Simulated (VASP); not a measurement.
# TaN (Amm2) in VASP: further runs

The runs below take TaN through single point, with PBEsol.

All numbers are computed with VASP 6.6.1; they aren't measurements. Logs are shortened: lines on timing, memory, paths and dates and some standing lists are left out, and cuts for length are marked.

## (1) The cell of the first run

The structure is orthorhombic, space group Amm2 (No. 38). Conventional cell: a = 2.883 Å, b = 3.026 Å, c = 4.936 Å, α = 90.00°, β = 90.00°, γ = 90.00°. Ta (site symmetry mm2) has 6 N at 2.19 to 2.25 Å and 6 Ta at 2.88 to 2.89 Å within 2.9 Å. N (site symmetry mm2) has 6 Ta at 2.19 to 2.25 Å and 6 N at 2.88 to 2.89 Å within 2.9 Å.

## (2) Single point, PBEsol (strain +0.0300 x Voigt [1, -1, 0, 0, 0, 0])

File INCAR:

```
  PREC = Accurate
  ENCUT = 520
  EDIFF = 1E-7
  ISMEAR = 0
  SIGMA = 0.15
  LREAL = F
  LASPH = T
  NELM = 80
  ALGO = Normal
  ISIF = 2
  LWAVE = F
  LCHARG = T
  GGA = PS
  LELF = T
  LVHAR = T
  NBANDS = 15
```

File KPOINTS:

```
regular mesh
0
Gamma
  18 18 16
```

File POSCAR:

```
TaN
1.0
    3.0261388242      0.0000000000      0.0000000000
   -1.5130694121      2.4680501983      0.0000000000
    0.0000000000      0.0000000000      2.8830000000
Ta N
1 1
Direct
    0.3333333333      0.6666666667      0.5000000000
    0.0000000000      0.0000000000      0.0000000000
```

Potentials or basis: VASP PAW PBE potentials, release 64 (Ta_pv, N).

Command:

```sh
$ cat potpaw_PBE.64/Ta_pv/POTCAR potpaw_PBE.64/N/POTCAR > POTCAR
$ mpirun -np 1 vasp_std > vasp.out
```

OUTCAR:

```text
PREC = Accurate
   ENCUT = 520
   EDIFF = 1E-7
   ISMEAR = 0
   LREAL = F
   LASPH = T
   NELM = 80
   ISIF = 2
   GGA = PS

 ion  position               nearest neighbor table
   1  0.333  0.667  0.500-   2 2.19   2 2.19   2 2.25   2 2.25   2 2.25   2 2.25
   2  0.000  0.000  0.000-   1 2.19   1 2.19   1 2.25   1 2.25   1 2.25   1 2.25

  Warning from LATTYP: Monoclinic adjustment (A1->A3, A2->A1, A3->A2)!
  LATTYP: Found a base centered orthorhombic cell.
 ALAT       =     3.0261388242
 B/A-ratio  =     1.6311546440
 C/A-ratio  =     0.9526991878

  Lattice vectors:

 A1 = (   1.5130694121,  -2.4680501983,   0.0000000000)
 A2 = (   1.5130694121,   2.4680501983,   0.0000000000)
 A3 = (   0.0000000000,   0.0000000000,   2.8830000000)

Analysis of symmetry for initial positions (statically):
=====================================================================
 Subroutine PRICEL returns:
 Original cell was already a primitive cell.

 Routine SETGRP: Setting up the symmetry group for a
 base centered orthorhombic supercell.

 Subroutine GETGRP returns: Found  4 space group operations
 (whereof  4 operations were pure point group operations)
 out of a pool of  8 trial point group operations.

The static configuration has the point symmetry C_2v.

Analysis of symmetry for dynamics (positions and initial velocities):
=====================================================================
 Subroutine PRICEL returns:
 Original cell was already a primitive cell.

 Routine SETGRP: Setting up the symmetry group for a
 base centered orthorhombic supercell.

 Subroutine GETGRP returns: Found  4 space group operations
 (whereof  4 operations were pure point group operations)
 out of a pool of  8 trial point group operations.

The dynamic configuration has the point symmetry C_2v.

 Subroutine INISYM returns: Found  4 space group operations
 (whereof  4 operations are pure point group operations),
 and found     1 'primitive' translations

----------------------------------------------------------------------------------------

                                     Primitive cell

  volume of cell :      21.5322

  direct lattice vectors                    reciprocal lattice vectors
     3.026138824  0.000000000  0.000000000     0.330454106  0.202589072  0.000000000
    -1.513069412  2.468050198  0.000000000     0.000000000  0.405178145  0.000000000
     0.000000000  0.000000000  2.883000000     0.000000000  0.000000000  0.346860909

  length of vectors
     3.026138824  2.894935375  2.883000000     0.387610950  0.405178145  0.346860909

  position of ions in fractional coordinates (direct lattice)
     0.333333333  0.666666667  0.500000000
     0.000000000  0.000000000  0.000000000

  ion indices of the primitive-cell ions
   primitive index   ion index
                 1           1
                 2           2

----------------------------------------------------------------------------------------

 KPOINTS: regular mesh

Automatic generation of k-mesh.
 Grid dimensions read from file:
 generate k-points for:   18   18   16

 Generating k-lattice:

  Cartesian coordinates                     Fractional coordinates (reciprocal lattice)
     0.018358561  0.011254948  0.000000000     0.055555556  0.000000000  0.000000000
     0.000000000  0.022509897  0.000000000     0.000000000  0.055555556  0.000000000
     0.000000000  0.000000000  0.021678807     0.000000000  0.000000000  0.062500000

  Length of vectors
     0.021533942  0.022509897  0.021678807

  Shift w.r.t. Gamma in fractional coordinates (k-lattice)
     0.000000000  0.000000000  0.000000000

 Subroutine IBZKPT returns following result:
 ===========================================

 Found    819 irreducible k-points:

 Following reciprocal coordinates:
            Coordinates               Weight
  0.000000  0.000000  0.000000      1.000000
  0.055556 -0.000000  0.000000      4.000000
  0.111111 -0.000000  0.000000      4.000000
  0.166667 -0.000000  0.000000      4.000000
  0.222222 -0.000000  0.000000      4.000000
  0.277778  0.000000  0.000000      4.000000
[... 16 lines left out ...]
 -0.333333  0.055556  0.000000      4.000000
 -0.277778  0.055556  0.000000      4.000000
 [... further k-points ...]
   k-points           NKPTS =    819   k-points in BZ     NKDIM =    819   number of bands    NBANDS=     15
   number of dos      NEDOS =    301   number of ions     NIONS =      2
   total plane-waves  NPLWV =  13824
   dimension x,y,z NGX =    24 NGY =   24 NGZ =   24
   dimension x,y,z NGXF=    48 NGYF=   48 NGZF=   48
   ions per type =               1   1
   NGX,Y,Z   is equivalent  to a cutoff of  13.18, 13.78, 13.84 a.u.
   NGXF,Y,Z  is equivalent  to a cutoff of  26.37, 27.56, 27.68 a.u.
 SYSTEM =  unknown system
   PREC   = accura    normal or accurate (medium, high low for compatibility)
   ISTART =      0    job   : 0-new  1-cont  2-samecut
   ICHARG =      2    charge: 1-file 2-atom 10-const
   ISPIN  =      1    spin polarized calculation?
   LNONCOLLINEAR =      F non collinear calculations
   LSORBIT =      F    spin-orbit coupling
   LASPH  =      T    aspherical Exc in radial PAW
   ENCUT  =  520.0 eV  38.22 Ry    6.18 a.u.   5.63  5.38  5.36*2*pi/ulx,y,z
   NELM   =     80;   NELMIN=  2; NELMDL= -5     # of ELM steps
   EDIFF  = 0.1E-06   stopping-criterion for ELM
   LREAL  =      F    real-space projection
   EDIFFG = 0.1E-05   stopping-criterion for IOM
   NSW    =      0    number of steps for IOM
   IBRION =     -1    ionic relax: 0-MD 1-quasi-New 2-CG
   NFREE  =      0    steps in history (QN), initial steepest desc. (CG)
   ISIF   =      2    stress and relaxation
   ISYM   =      2    0-nonsym 1-usesym 2-fastsym
   POTIM  = 0.5000    time-step for ionic-motion
   TEBEG  =    0.0;   TEEND  =   0.0 temperature during run
   PSTRESS=    0.0 pullay stress
   NELECT =      16.0000    total number of electrons
   NUPDOWN=      -1.0000    fix difference up-down
   EMIN   =  10.00;   EMAX   =-10.00  energy-range for DOS
   EFERMI =   0.00;   METHOD = LEGACY
   ISMEAR =     0;   SIGMA  =   0.15  broadening in eV -4-tet -1-fermi 0-gaus
   EFERMI_NEDOS =   21; number of points for ismear=-14 and -15
   IALGO  =     38    algorithm
   IMIX   =      4    mixing-type and parameters
     AMIX     =   0.40;   BMIX     =  1.00
     AMIX_MAG =   1.60;   BMIX_MAG =  1.00
  volume/ion in A,a.u.               =      10.77        72.65
  Fermi-wavevector in a.u.,A,eV,Ry     =   1.482811  2.802106 29.915498  2.198727
  Thomas-Fermi vector in A             =   2.596550
   LORBIT       =      0    0 simple, 1 ext, 2 COOP (PROOUT), +10 PAW based schemes
   GGA     = PS    functional components
   LHFCALC =     F    Hartree Fock is set to
   AEXX    =    0.0000 exact exchange contribution
   IVDW    =     0    specifies the selected vdW correction
   LEPSILON=     F    determine dielectric tensor
   LRPA    =     F    only Hartree local field effects (RPA)
 non-spin polarized calculation
 Gauss-broadening in eV      SIGMA  =   0.15
  energy-cutoff  :      520.00
  volume of cell :       21.53
 maximum number of plane-waves:       596
   NGX = 11   NGY = 11   NGZ = 11

 number of electron      15.9999999 magnetization

 Free energy of the ion-electron system (eV)
  ---------------------------------------------------
  ext. energy  EPLUGINS =         0.00000000
  ---------------------------------------------------
  free energy    TOTEN  =       -23.74942068 eV

  energy without entropy =      -23.74875315  energy(sigma->0) =      -23.74908691

 E-fermi :   8.0743     XC(G=0): -13.5085

 val. band max:        8.0587220536   @ k =   0.0000   0.5000   0.4375
 cond. band min:       8.1323730783   @ k =   0.0000   0.5000   0.5000
 fundamental gap:      0.0736510248
 Fermi energy:         8.0742521864

 k-point     1 :       0.0000    0.0000    0.0000
  band No.  band energies     occupation
      1     -26.6753      2.00000
      2     -26.4591      2.00000
      3     -26.3424      2.00000
      4      -9.6372      2.00000
      5       3.1836      2.00000
      6       3.6441      2.00000
      7       4.1406      2.00000
      8       5.1718      2.00000
      9      10.3092      0.00000
     10      11.3271      0.00000
     11      11.9734      0.00000
     12      12.1049      0.00000
     13      12.2344      0.00000
     14      21.1549      0.00000
     15      21.5557      0.00000

 k-point     2 :       0.0556   -0.0000    0.0000
  band No.  band energies     occupation
      1     -26.6712      2.00000
      2     -26.4838      2.00000
      3     -26.3572      2.00000
      4      -9.5737      2.00000
      5       3.0610      2.00000
      6       3.6717      2.00000
      7       4.1831      2.00000
      8       5.0782      2.00000
      9      10.5200      0.00000
     10      11.2578      0.00000
     11      12.0000      0.00000
     12      12.0702      0.00000
     13      12.2650      0.00000
     14      21.1410      0.00000
     15      21.5483      0.00000

 k-point     3 :       0.1111   -0.0000    0.0000
  band No.  band energies     occupation
      1     -26.6594      2.00000
      2     -26.5655      2.00000
      3     -26.3884      2.00000
      4      -9.3903      2.00000
      5       2.6731      2.00000
      6       3.7818      2.00000
      7       4.3549      2.00000
      8       4.8230      2.00000
      9      10.8027      0.00000
     10      11.3061      0.00000
     11      11.9778      0.00000
     12      12.0390      0.00000
     13      12.4315      0.00000
     14      21.1039      0.00000
     15      21.5332      0.00000

 k-point     4 :       0.1667   -0.0000    0.0000
  band No.  band energies     occupation
      1     -26.7012      2.00000
      2     -26.6412      2.00000
      3     -26.4224      2.00000
      4      -9.1062      2.00000
      5       2.1122      2.00000
      6       3.9713      2.00000
      7       4.4660      2.00000
      8       4.6369      2.00000
      9      10.5191      0.00000
     10      11.8755      0.00000
     11      11.8799      0.00000
     12      12.2322      0.00000
     13      12.7016      0.00000
     14      21.0749      0.00000
     15      21.5217      0.00000
[... 307 lines left out ...]
 k-point    22 :      -0.3889    0.0556    0.0000
  band No.  band energies     occupation
      1     -27.2538      2.00000
      2     -26.5648      2.00000
      3     -26.5627      2.00000
      4      -7.7960      2.00000
      5       0.2916      2.00000
      6       3.2322      2.00000
      7       4.2980      2.00000
      8       5.4593      2.00000
      9      10.8029      0.00000
     10      11.1025      0.00000
     11      12.6957      0.00000
     12      13.6688      0.00000
     13      14.8071      0.00000
     14      21.2093      0.00000
     15      21.5658      0.00000

 k-point    23 :      -0.3333    0.0556    0.0000
  band No.  band energies     occupation
      1     -27.1079      2.00000
      2     -26.5836      2.00000
      3     -26.5332      2.00000
      4      -8.1529      2.00000
      5       0.7145      2.00000
      6       3.5191      2.00000
      7       4.2843      2.00000
      8       5.3911      2.00000
      9      10.2610      0.00000
     10      11.2445      0.00000
     11      12.5038      0.00000
     12      13.5606      0.00000
     13      14.1805      0.00000
     14      21.3277      0.00000
     15      21.5840      0.00000

 k-point    24 :      -0.2778    0.0556    0.0000
  band No.  band energies     occupation
      1     -26.9430      2.00000
      2     -26.6070      2.00000
      3     -26.4941      2.00000
      4      -8.5395      2.00000
      5       1.2188      2.00000
      6       3.8667      2.00000
      7       4.2036      2.00000
      8       5.1856      2.00000
      9      10.0788      0.00000
     10      11.4263      0.00000
     11      12.3016      0.00000
     12      13.3555      0.00000
     13      13.4431      0.00000
     14      21.2087      0.00000
     15      21.5318      0.00000

 [... further k-points ...]

------------------------ aborting loop because EDIFF is reached ----------------------------------------

  FORCE on cell =-STRESS in cart. coord.  units (eV):
  Direction    XX          YY          ZZ          XY          YZ          ZX
  --------------------------------------------------------------------------------------
  -------------------------------------------------------------------------------------
  Total       -2.1825085      1.4244963     -0.5088597      0.0000000      0.0000000      0.0000000
  in kB     -162.3973933    105.9947670    -37.8635388      0.0000000      0.0000000      0.0000000
  external PRESSURE =     -31.4220550 kB  Pullay stress =       0.0000000 kB

 VOLUME and BASIS-vectors are now :
 -----------------------------------------------------------------------------
  energy-cutoff  :      520.00
  volume of cell :       21.53
      direct lattice vectors                 reciprocal lattice vectors
     3.026138824  0.000000000  0.000000000     0.330454106  0.202589072  0.000000000
    -1.513069412  2.468050198  0.000000000     0.000000000  0.405178145  0.000000000
     0.000000000  0.000000000  2.883000000     0.000000000  0.000000000  0.346860909

 POSITION                                       TOTAL-FORCE (eV/Angst)
 -----------------------------------------------------------------------------------
     -0.00000      1.64537      1.44150         0.000000      0.143421      0.000000
      0.00000      0.00000      0.00000         0.000000     -0.143421      0.000000
 -----------------------------------------------------------------------------------
    total drift:                                0.000000      0.000094     -0.000000

  FREE ENERGIE OF THE ION-ELECTRON SYSTEM (eV)
  ---------------------------------------------------
  free  energy   TOTEN  =       -23.7494206815 eV

  energy  without entropy=      -23.7487531455  energy(sigma->0) =      -23.74908691
```

It took 3.6 min on 1 thread of Intel Xeon 8259CL, shared host; peak memory 0.37 GiB.

What came out:

* Free energy: -23.7494 eV
* Pressure: -3.1 GPa
* Largest force: 0.143 eV/Å
* Band gap on the k mesh: zero (bands 8 and 9 overlap by 0.31 eV)

Forces in eV/Å, atoms in the order of the input:
```
Ta   0.000  0.143  0.000
N    0.000 -0.143  0.000
```

Caveat: the cell differs from its parent crystal (strain +0.0300 x Voigt [1, -1, 0, 0, 0, 0]); the cell stands under tension; the PAW data sets were made with another functional, which shifts forces and pressure a little; spin-orbit coupling is left out, which moves the levels of the heavy elements.

## (3) Single point, PBEsol (strain -0.0200 x Voigt [1, -1, 0, 0, 0, 0])

File INCAR:

```
PREC = Accurate ; ENCUT = 520
EDIFF = 1E-7 ; ISMEAR = 0
SIGMA = 0.15 ; LREAL = False
LASPH = True ; NELM = 60
ALGO = Normal ; ISIF = 2
LWAVE = False ; LCHARG = False
GGA = PS ; NBANDS = 15
```

File KPOINTS:

```
Automatic mesh
0
Gamma
  18 18 16
```

File POSCAR:

```
TaN
1.0
    2.8792388813      0.0000000000      0.0000000000
   -1.4396194406      2.5952692806      0.0000000000
    0.0000000000      0.0000000000      2.8830000000
Ta N
1 1
Direct
    0.3333333333      0.6666666667      0.5000000000
    0.0000000000      0.0000000000      0.0000000000
```

Potentials or basis: VASP PAW PBE potentials, release 64 (Ta_pv, N).

Command:

```sh
$ cat potpaw_PBE.64/Ta_pv/POTCAR potpaw_PBE.64/N/POTCAR > POTCAR
$ mpirun -np 1 vasp_std > vasp.out
```

OUTCAR:

```text
PREC = Accurate
   ENCUT = 520
   EDIFF = 1E-7
   ISMEAR = 0
   LREAL = False
   LASPH = True
   NELM = 60
   ISIF = 2
   GGA = PS

 ion  position               nearest neighbor table
   1  0.333  0.667  0.500-   2 2.21   2 2.21   2 2.21   2 2.21   2 2.25   2 2.25
   2  0.000  0.000  0.000-   1 2.21   1 2.21   1 2.21   1 2.21   1 2.25   1 2.25

  LATTYP: Found a base centered orthorhombic cell.
 ALAT       =     2.8792388813
 B/A-ratio  =     1.8027467588
 C/A-ratio  =     1.0013062892

  Lattice vectors:

 A1 = (   1.4396194406,  -2.5952692806,   0.0000000000)
 A2 = (   1.4396194407,   2.5952692806,   0.0000000000)
 A3 = (   0.0000000000,   0.0000000000,   2.8830000000)

Analysis of symmetry for initial positions (statically):
=====================================================================
 Subroutine PRICEL returns:
 Original cell was already a primitive cell.

 Routine SETGRP: Setting up the symmetry group for a
 base centered orthorhombic supercell.

 Subroutine GETGRP returns: Found  4 space group operations
 (whereof  4 operations were pure point group operations)
 out of a pool of  8 trial point group operations.

The static configuration has the point symmetry C_2v.

[... 176 lines left out ...]
      7       3.8978      2.00000
      8       5.1781      2.00000
      9      10.3038      0.00000
     10      11.4424      0.00000
     11      11.9643      0.00000
     12      11.9923      0.00000
     13      12.1794      0.00000
     14      21.1223      0.00000
[... 401 lines left out ...]
      2     -26.6023      2.00000
      3     -26.5752      2.00000
      4      -8.4599      2.00000
      5       1.2441      2.00000
      6       3.8329      2.00000
      7       4.1650      2.00000
      8       5.1042      2.00000
      9      10.1654      0.00000
     10      11.4021      0.00000
     11      12.1175      0.00000
     12      13.1633      0.00000
     13      13.5045      0.00000
     14      21.2770      0.00000
     15      21.5403      0.00000

 [... further k-points ...]

------------------------ aborting loop because EDIFF is reached ----------------------------------------

  FORCE on cell =-STRESS in cart. coord.  units (eV):
  Direction    XX          YY          ZZ          XY          YZ          ZX
  --------------------------------------------------------------------------------------
  -------------------------------------------------------------------------------------
  Total        0.7980870     -1.7370698     -0.5304525     -0.0000000      0.0000000      0.0000000
  in kB       59.3548311   -129.1882721    -39.4504807     -0.0000000      0.0000000      0.0000000
  external PRESSURE =     -36.4279739 kB  Pullay stress =       0.0000000 kB

 VOLUME and BASIS-vectors are now :
 -----------------------------------------------------------------------------
  energy-cutoff  :      520.00
  volume of cell :       21.54
      direct lattice vectors                 reciprocal lattice vectors
     2.879238881  0.000000000  0.000000000     0.347314009  0.192658235  0.000000000
    -1.439619441  2.595269281  0.000000000     0.000000000  0.385316471  0.000000000
     0.000000000  0.000000000  2.883000000     0.000000000  0.000000000  0.346860909

 POSITION                                       TOTAL-FORCE (eV/Angst)
 -----------------------------------------------------------------------------------
     -0.00000      1.73018      1.44150        -0.000000     -0.057608      0.000000
      0.00000      0.00000      0.00000         0.000000      0.057608      0.000000
 -----------------------------------------------------------------------------------
    total drift:                                0.000000      0.000082     -0.000000

  FREE ENERGIE OF THE ION-ELECTRON SYSTEM (eV)
  ---------------------------------------------------
  free  energy   TOTEN  =       -23.7785250257 eV

  energy  without entropy=      -23.7780725465  energy(sigma->0) =      -23.77829879
```

Run time: 3.5 min. Hardware: 1 thread of Intel Xeon 8259CL, shared host; peak memory 0.37 GiB.

Results:

```yaml
Free_energy: -23.7785 eV
Pressure: -3.6 GPa
Largest_force: 0.058 eV/Å
Band_gap_on_the_k_mesh: zero (bands 8 and 9 overlap by 0.26 eV)
```

Forces on the atoms (eV/Å):
```
Ta   0.000 -0.058  0.000
N    0.000  0.058  0.000
```

Levels at points of the mesh, in eV from the Fermi level:
| k point | band 5 | band 6 | band 7 | band 8 | band 9 | band 10 | band 11 | band 12 |
| --- | --- | --- | --- | --- | --- | --- | --- | --- |
| (0.00, 0.00, 0.00) | -4.79 | -4.25 | -4.15 | -2.87 | 2.26 | 3.40 | 3.92 | 3.95 |
| (0.50, 0.00, 0.00) | -8.23 | -5.15 | -3.42 | -3.20 | 2.93 | 4.00 | 5.22 | 5.43 |
| (0.00, 0.50, 0.00) | -8.33 | -5.14 | -3.51 | -2.92 | 3.27 | 4.16 | 5.30 | 5.35 |
| (0.00, 0.00, 0.50) | -9.33 | -3.78 | -3.59 | -0.45 | 0.37 | 2.49 | 3.12 | 3.58 |
| (0.50, 0.00, 0.50) | -7.30 | -6.17 | -5.77 | -0.17 | 4.16 | 5.37 | 6.26 | 7.13 |
| (0.00, 0.50, 0.50) | -7.26 | -6.12 | -5.35 | -0.55 | 4.29 | 5.30 | 6.02 | 7.11 |

Caveat: the cell differs from its parent crystal (strain -0.0200 x Voigt [1, -1, 0, 0, 0, 0]); the cell stands under tension; the PAW data sets were made with another functional, which shifts forces and pressure a little; spin-orbit coupling is left out, which moves the levels of the heavy elements.

(Continued in part 2 of 2.)
